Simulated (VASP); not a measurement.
# H10C6O in VASP: a series of runs, part 2 of 2

VASP 6.6.1. The steps go on from the part before.

### 3 Single point, PBE+D3(BJ)

Input file INCAR:

```
  PREC = Accurate
  ENCUT = 520
  EDIFF = 1E-7
  ISMEAR = -1
  SIGMA = 0.02
  LREAL = Auto
  LASPH = T
  NELM = 80
  ALGO = Normal
  ISIF = 2
  LWAVE = F
  LCHARG = T
  GGA = PE
  IVDW = 12
  LELF = T
  LVHAR = T
  NBANDS = 63
```

Input file KPOINTS:

```
Automatic mesh
0
Gamma
  1 1 1
```

Input file POSCAR:

```
H10C6O
1.0
    7.2380700000      0.0000000000      0.0000000000
    0.0000000000      7.2380700000      0.0000000000
    0.0000000000      0.0000000000      7.2380700000
C O H
12 2 20
Direct
    0.0399001391      0.6019422305      0.1924131709
    0.1912111930      0.4729713860      0.2872450805
    0.5470657233      0.1468485384      0.4060889160
    0.6846023871      0.0736522305      0.2527054864
    0.8134488890      0.8904998156      0.8380548958
    0.6422982922      0.8941057492      0.8373226565
    0.2158586474      0.0354790711      0.9675231104
    0.1203497617      0.1089516957      0.8522990245
    0.6811346119      0.4586996257      0.7187827694
    0.7723329562      0.4674864985      0.5725559438
    0.2850621782      0.7216979112      0.6641963949
    0.2409896561      0.5878638919      0.7513466988
    0.3561170312      0.4917885569      0.1904375061
    0.6927260996      0.2076382240      0.0900101823
    0.4183988273      0.3782638189      0.1607472710
    0.2023882057      0.4987793707      0.4385008711
    0.1336129659      0.3326577389      0.2805029518
   -0.0237217932      0.7222090972      0.2754187235
    0.1438919491      0.6645832383      0.0832542377
   -0.0458133176      0.5011004315      0.1015049592
    0.6129672689      0.1729604715     -0.0209309940
    0.8371016031      0.1060365539      0.3061727781
    0.6651773194     -0.0697285326      0.2097934947
    0.6058244808      0.1673512414      0.5343827844
    0.5170439081      0.2788864987      0.3687585226
    0.4094599804      0.0734726246      0.4241185841
    0.4954497539      0.9122044965      0.8350706749
    0.9551303041      0.8399200339      0.8109344065
    0.0325224818      0.1418057576      0.7297249129
    0.2841917804     -0.0605271847      1.0538720957
    0.8592898383      0.4668509699      0.4420791730
    0.5998974865      0.4668647858      0.8259522221
    0.1860026222      0.5226116907      0.8686431604
    0.2863746828      0.8668747332      0.6542628076
```

Potentials or basis: VASP PAW PBE potentials, release 64 (C, O, H).

Run with:

```console
$ cat potpaw_PBE.64/C/POTCAR potpaw_PBE.64/O/POTCAR potpaw_PBE.64/H/POTCAR > POTCAR
$ mpirun -np 1 vasp_gam > vasp.out
```

OUTCAR:

```text
PREC = Accurate
   ENCUT = 520
   EDIFF = 1E-7
   ISMEAR = -1
   LREAL = Auto
   LASPH = T
   NELM = 80
   ISIF = 2
   GGA = PE
   IVDW = 12
 IVDW          = 12

 ion  position               nearest neighbor table
   1  0.040  0.602  0.192-  18 1.15  20 1.16  19 1.18   2 1.59
   2  0.191  0.473  0.287-  17 1.10  16 1.11  13 1.39   1 1.59
   3  0.547  0.147  0.406-  25 1.02  24 1.03  26 1.14   4 1.58
   4  0.685  0.074  0.253-  23 1.09  22 1.19  14 1.53   3 1.58
   5  0.813  0.890  0.838-  28 1.11   6 1.24
   6  0.642  0.894  0.837-  27 1.07   5 1.24
   7  0.216  0.035  0.968-  30 1.06   8 1.21
   8  0.120  0.109  0.852-  29 1.12   7 1.21
   9  0.681  0.459  0.719-  32 0.98  10 1.25
  10  0.772  0.467  0.573-  31 1.13   9 1.25
  11  0.285  0.722  0.664-  34 1.05  12 1.20
  12  0.241  0.588  0.751-  33 1.05  11 1.20
  13  0.356  0.492  0.190-  15 0.96   2 1.39
  14  0.693  0.208  0.090-  21 1.02   4 1.53
  15  0.418  0.378  0.161-  13 0.96
  16  0.202  0.499  0.439-   2 1.11
  17  0.134  0.333  0.281-   2 1.10
  18  0.976  0.722  0.275-   1 1.15
  19  0.144  0.665  0.083-   1 1.18
  20  0.954  0.501  0.102-   1 1.16
[... 12 lines left out ...]
  33  0.186  0.523  0.869-  12 1.05
  34  0.286  0.867  0.654-  11 1.05
[... 232 lines left out ...]
  band No.  band energies     occupation
      1     -22.1749      2.00000
      2     -20.9792      2.00000
      3     -15.8186      2.00000
      4     -15.4582      2.00000
      5     -14.9026      2.00000
      6     -14.8398      2.00000
[... 44 lines left out ...]
     51       4.4112      0.00000
     52       4.6106      0.00000
 [bands above 52 left out]

------------------------ aborting loop because EDIFF is reached ----------------------------------------

 Edisp (eV)   -1.70213

 E8    (eV) :    -0.4055

  FORCE on cell =-STRESS in cart. coord.  units (eV):
  Direction    XX          YY          ZZ          XY          YZ          ZX
  --------------------------------------------------------------------------------------
  -------------------------------------------------------------------------------------
  Total      -8.23070     4.91986    -3.43474     0.19557    -1.75316     2.85898
  in kB     -34.77594    20.78714   -14.51231     0.82631    -7.40737    12.07962
  external pressure =       -9.50 kB  Pullay stress =        0.00 kB

 VOLUME and BASIS-vectors are now :
 -----------------------------------------------------------------------------
  energy-cutoff  :      520.00
  volume of cell :      379.20
      direct lattice vectors                 reciprocal lattice vectors
     7.238070000  0.000000000  0.000000000     0.138158376  0.000000000  0.000000000
     0.000000000  7.238070000  0.000000000     0.000000000  0.138158376  0.000000000
     0.000000000  0.000000000  7.238070000     0.000000000  0.000000000  0.138158376

 POSITION                                       TOTAL-FORCE (eV/Angst)
 -----------------------------------------------------------------------------------
      0.28880      4.35690      1.39270         2.111348     -0.199318     -1.765048
      1.38400      3.42340      2.07910        -2.325257     -0.032499      0.921080
      3.95970      1.06290      2.93930        -0.758738     -3.396803     -2.105956
      4.95520      0.53310      1.82910         1.471092      2.599286      0.612172
      5.88780      6.44550      6.06590        -1.707277     -1.185703     -0.662971
      4.64900      6.47160      6.06060         2.441043      0.141074     -0.147272
[... 26 lines left out ...]
      1.34630      3.78270      6.28730        -0.129135     -1.396497      0.326526
      2.07280      6.27450      4.73560         0.431851      0.722651     -1.089148
 -----------------------------------------------------------------------------------
    total drift:                               -0.046304     -0.003414     -0.011867

  FREE ENERGIE OF THE ION-ELECTRON SYSTEM (eV)
  ---------------------------------------------------
  free  energy   TOTEN  =      -183.7324412263 eV

  energy  without entropy=     -183.7324412263  energy(sigma->0) =     -183.73244123
```

OSZICAR:

```text
N       E                     dE             d eps       ncg     rms          rms(c)
DAV:   1     0.517306846968E+03    0.51731E+03   -0.39861E+04   126   0.114E+03
DAV:   2    -0.135472517688E+03   -0.65278E+03   -0.61382E+03   165   0.256E+02
DAV:   3    -0.201063550099E+03   -0.65591E+02   -0.64940E+02   156   0.848E+01
[... 11 lines left out ...]
DAV:  15    -0.182030307315E+03   -0.33822E-05   -0.41064E-05   140   0.257E-02    0.937E-03
DAV:  16    -0.182030309276E+03   -0.19606E-05   -0.14693E-05   148   0.174E-02    0.372E-03
DAV:  17    -0.182030309343E+03   -0.67569E-07   -0.23664E-06   156   0.720E-03    0.182E-03
DAV:  18    -0.182030309547E+03   -0.20399E-06   -0.59067E-07   148   0.315E-03    0.765E-04
DAV:  19    -0.182030309596E+03   -0.49105E-07   -0.57967E-08   124   0.115E-03
   1 F= -.18373244E+03 E0= -.18373244E+03  d E =-.198998E-11
```

stdout:

```text
POSCAR found type information on POSCAR C O H
 POSCAR found :  3 types and      34 ions
 scaLAPACK will be used
 LDA part: xc-table for (Slater+PW92), standard interpolation
 POSCAR, INCAR and KPOINTS ok, starting setup
 FFT: planning ... GRIDC
 FFT: planning ... GRID_SOFT
 FFT: planning ... GRID
 WAVECAR not read
 entering main loop
```

Run time: 79 s. Hardware: 1 thread of AMD EPYC 7R13 (Zen 3), shared host; peak memory 0.32 GiB.

What came out:

```
Free energy                : -183.7324 eV
Pressure                   : -1.0 GPa
Largest force              : 8.651 eV/Å
Band gap on the k mesh     : 3.99 eV
Dispersion energy per atom : -0.050 eV
```

Forces on the atoms (eV/Å):
```
C    2.111 -0.199 -1.765
C   -2.325 -0.032  0.921
C   -0.759 -3.397 -2.106
C    1.471  2.599  0.612
C   -1.707 -1.186 -0.663
C    2.441  0.141 -0.147
C    0.062  0.042 -0.119
C   -0.853  0.360 -1.609
C    4.918  0.082 -7.117
C   -0.696 -0.282  1.680
C   -0.177  0.567  0.172
C   -0.242  0.061  0.516
O    0.734  1.044 -0.465
O   -1.497 -0.730 -0.079
H    0.204 -0.621  0.093
H    0.359  0.280 -0.647
H    0.230 -0.361 -0.234
H    0.276 -1.591 -0.873
H   -1.721 -0.068  1.262
H   -0.006  1.633  1.270
H    1.084 -0.171  1.731
H   -1.988 -1.077 -0.499
H    0.141 -0.032 -0.114
H    1.214 -0.383  2.103
H   -0.807  2.940 -0.871
H    1.018  0.112 -0.401
H    0.124 -0.022  0.114
H   -1.112  0.416  0.432
H    0.823  0.294  1.347
H    0.334 -0.048  0.659
H   -1.185  0.052  1.663
H   -2.774  0.250  3.896
H   -0.129 -1.396  0.327
H    0.432  0.723 -1.089
```

Levels at points of the mesh, in eV from the valence-band top:
```csv
k point,band 36,band 37,band 38,band 39,band 40,band 41,band 42,band 43,band 44,band 45
"(0.00, 0.00, 0.00)",-0.95,-0.62,-0.52,-0.06,0.00,3.99,4.32,4.75,5.01,5.19
```

Caveat: the k points lie up to 0.87 Å⁻¹ apart.

### 4 Single point, PBE+D3(BJ)

Input file INCAR:

```
SYSTEM = H10C6O
PREC = Accurate ; ENCUT = 520
EDIFF = 1E-7 ; ISMEAR = -1
SIGMA = 0.02 ; LREAL = Auto
LASPH = .True. ; NELM = 80
ALGO = Normal ; ISIF = 2
LWAVE = .False. ; LCHARG = .False.
GGA = PE ; IVDW = 12
NBANDS = 63
```

Input file KPOINTS:

```
Automatic mesh
0
Gamma
  1 1 1
  0 0 0
```

Input file POSCAR:

```
H10C6O
1.0
    7.2380700000      0.0000000000      0.0000000000
    0.0000000000      7.2380700000      0.0000000000
    0.0000000000      0.0000000000      7.2380700000
C O H
12 2 20
Direct
    0.0585791516      0.6599687486      0.1759032449
    0.1851045928      0.5115037572      0.2386824112
    0.5029103062      0.1387386417      0.4275449118
    0.6336495779      0.0696318217      0.2895937729
    0.8011804252      0.8262838022      0.8557667997
    0.6631187596      0.9288940284      0.8612378714
    0.2112579735      0.0622679803      0.9760474823
    0.1087720898      0.0879930700      0.8509865199
    0.6509746383      0.5452834803      0.6649700818
    0.7988731803      0.5280274990      0.5813980799
    0.2622522302      0.6788135511      0.6382502518
    0.1866934141      0.5496907325      0.7222919922
    0.3796454027      0.5315505376      0.2580660314
    0.6313699646      0.2240928866      0.1381860081
    0.4367600755      0.4436265469      0.1792881251
    0.1128477619      0.4347567791      0.3436551456
    0.1815677384      0.3891230673      0.1325215147
    0.0154461065      0.7390506033      0.3047359310
    0.0914470294      0.7307611007      0.0499718848
   -0.0291790491      0.5683973766      0.1228918759
    0.7393683675      0.2214126141      0.0677252361
    0.7727197996      0.0600850779      0.3358906449
    0.6189495266     -0.0671864185      0.2056487434
    0.5484611229      0.1095319609      0.5797125477
    0.4736207304      0.3120030616      0.4564061967
    0.3593913847      0.0845529264      0.4297139983
    0.5359992374      0.9743481342      0.7954330367
    0.9336466765      0.7535434170      0.8398785864
    0.0421797523      0.0929667715      0.7291722794
    0.3338873484      0.0902174198      1.0495201069
    0.8718069872      0.4900339455      0.4636595114
    0.5403650421      0.5363722650      0.7674974130
    0.0933674308      0.5065576873      0.8247778759
    0.3074438352      0.8101883513      0.5966231330
```

Run with:

```console
$ cat potpaw_PBE.64/C/POTCAR potpaw_PBE.64/O/POTCAR potpaw_PBE.64/H/POTCAR > POTCAR
$ mpirun -np 1 vasp_gam > vasp.out
```

It used 44 s of CPU time on 1 thread of AMD EPYC 7R13 Processor (Zen 3), with other jobs on the host.

It converged, with:

- Free energy: -182.8045 eV
- Pressure: 1.0 GPa
- Largest force: 5.400 eV/Å
- Band gap on the k mesh: 3.92 eV
- Dispersion energy per atom: -0.050 eV

Forces in eV/Å, atoms in the order of the input:
```
C    2.361  2.098  2.633
C    1.493 -3.526 -3.053
C   -1.850  2.243  4.551
C    0.193  0.674 -3.639
C   -1.189  1.494 -0.054
C    1.763 -1.779 -0.954
C    1.666  0.371  1.352
C   -0.147  0.020 -0.052
C    1.535 -0.952  0.032
C   -3.130  0.046  1.143
C   -2.012 -2.526  2.215
C    1.549  3.299 -1.706
O   -0.622  1.989  1.538
O   -2.128 -0.691  2.165
H    0.825 -0.878 -0.550
H    0.239  0.007  1.612
H   -0.469  1.350  0.428
H   -0.169 -0.059 -1.589
H    0.978  1.134  0.095
H   -4.379 -2.182 -0.966
H    1.900 -0.463 -1.198
H    1.164  0.259  0.723
H   -0.733  1.278  1.282
H   -0.107 -0.038 -1.850
H    1.060 -3.149 -1.423
H    0.258 -0.100 -0.607
H    0.226  0.095  0.809
H   -1.002  0.579  0.348
H   -1.863  0.211 -2.347
H    0.563 -0.293  0.979
H    1.134 -0.141 -0.912
H    0.496  0.316 -0.629
H   -0.349 -1.172  0.403
H    0.747  0.487 -0.779
```

Stress tensor (GPa, compression positive):
```
 3.09  1.95  2.53
 1.95 -2.11 -0.41
 2.53 -0.41  2.10
```

Levels at points of the mesh, in eV from the valence-band top:
```tsv
k point	band 36	band 37	band 38	band 39	band 40	band 41	band 42	band 43	band 44	band 45
(0.00, 0.00, 0.00)	-0.87	-0.61	-0.53	-0.05	0.00	3.92	4.31	4.72	4.77	5.00
```

Caveat: the k points lie up to 0.87 Å⁻¹ apart.

### 5 Single point, PBE+D3(BJ)

Input file INCAR:

```
SYSTEM = H10C6O
ALGO = Normal ; EDIFF = 1E-7
ENCUT = 520 ; GGA = PE
ISIF = 2 ; ISMEAR = -1
IVDW = 12 ; LASPH = .TRUE.
LCHARG = .FALSE. ; LREAL = Auto
LWAVE = .FALSE. ; NBANDS = 63
NELM = 80 ; PREC = Accurate
SIGMA = 0.02
```

Input file KPOINTS:

```
k-points
0
G
  1 1 1
  0 0 0
```

Input file POSCAR:

```
H10C6O
1.0
    7.2380700000      0.0000000000      0.0000000000
    0.0000000000      7.2380700000      0.0000000000
    0.0000000000      0.0000000000      7.2380700000
C O H
12 2 20
Direct
    0.0313757673      0.6407094709      0.1849249869
    0.1614795104      0.4967622584      0.2125013989
    0.4910148700      0.1182912019      0.4285810997
    0.6836629101      0.1063266865      0.3506735912
    0.8236726089      0.8748188398      0.8200804911
    0.7044142983      0.8695411898      0.9422815751
    0.1553452785      0.1417643101      0.9370453726
    0.0538403193      0.1920539591      0.8182015372
    0.6751385383      0.4662707048      0.6856247591
    0.7909290736      0.4185784332      0.5753467430
    0.2450515124      0.6297120641      0.5975764258
    0.1829493221      0.5931277260      0.7509045920
    0.3632874509      0.5642940729      0.1713163868
    0.7012642873      0.2382955677      0.1920954066
    0.4380449484      0.4580088338      0.1344419161
    0.1575281809      0.4406146942      0.3571946665
    0.1311399309      0.3699743164      0.1125161818
    0.0557054574      0.7404736345      0.3268412712
    0.0198948062      0.7247650271      0.0555672990
   -0.1115490732      0.5978389267      0.2023882057
    0.7364808575      0.1749361363      0.0887253094
    0.8056153091      0.0963516518      0.4587410732
    0.6955997939     -0.0382146069      0.2988780158
    0.4087830043     -0.0161092667      0.3906566253
    0.4669338650      0.1469038017      0.5830974279
    0.4333890112      0.2521114054      0.3748236754
    0.6372831432      0.8661286779      1.0727997933
    0.9367552400      0.8538049508      0.7337453216
   -0.0843595047      0.2319540983      0.7904040718
    0.2589640609      0.0747298658      1.0219989583
    0.9072860583      0.3688966810      0.4751128409
    0.5763276675      0.5587677378      0.7664197776
    0.1251714891      0.4981852897      0.8440786011
    0.3038793491      0.6011685435      0.4565858026
```

Run with:

```console
$ cat potpaw_PBE.64/C/POTCAR potpaw_PBE.64/O/POTCAR potpaw_PBE.64/H/POTCAR > POTCAR
$ mpirun -np 1 vasp_gam > vasp.out
```

It used 44 s of CPU time on 1 thread of AMD EPYC 7R13 Processor (Zen 3), with other jobs on the host.

It converged, with:

```yaml
Free_energy: -183.7326 eV
Pressure: -1.5 GPa
Largest_force: 5.181 eV/Å
Band_gap_on_the_k_mesh: 4.60 eV
Dispersion_energy_per_atom: -0.050 eV
```

Forces in eV/Å, atoms in the order of the input:
```
C   -1.356  4.314  2.529
C    2.777 -3.640 -2.031
C   -1.795  0.214  1.149
C    1.253 -1.561 -0.153
C   -2.844 -0.240  2.748
C    2.177  0.186 -1.936
C    2.962 -1.695  1.911
C   -2.002  0.474 -0.747
C   -1.384  1.772  0.992
C    2.278 -0.743 -1.927
C    0.102 -0.901 -0.132
C    0.940  0.383 -2.141
O   -2.150 -0.318  0.549
O   -0.838  1.189  4.463
H   -0.159 -0.138  0.232
H    0.059  0.153 -0.708
H    0.576  1.598  1.354
H   -0.576 -0.965 -2.723
H    0.935 -0.420  0.630
H   -0.216 -0.621  0.266
H    1.181 -2.029 -2.843
H   -1.383  1.090 -1.353
H    0.108  0.469 -0.308
H    0.603  1.929  0.335
H    0.851 -0.713 -1.152
H   -0.205 -0.996 -0.190
H   -0.668 -0.073  0.049
H    0.822 -0.077 -1.116
H   -0.336  0.470 -1.000
H   -0.206  0.324 -0.210
H   -2.169  0.937  1.820
H    1.106 -1.543 -0.889
H   -0.378  0.011  1.200
H   -0.067  1.161  1.331
```

Stress tensor (GPa, compression positive):
```
-1.16 -0.84  1.64
-0.84 -0.52 -0.22
 1.64 -0.22 -2.78
```

Levels at points of the mesh, in eV from the valence-band top:
```
           k point  band 36  band 37  band 38  band 39  band 40  band 41  band 42  band 43  band 44  band 45
(0.00, 0.00, 0.00)    -0.63    -0.45    -0.28    -0.13     0.00     4.60     4.89     4.96     5.35     5.51
```

Caveat: the k points lie up to 0.87 Å⁻¹ apart.
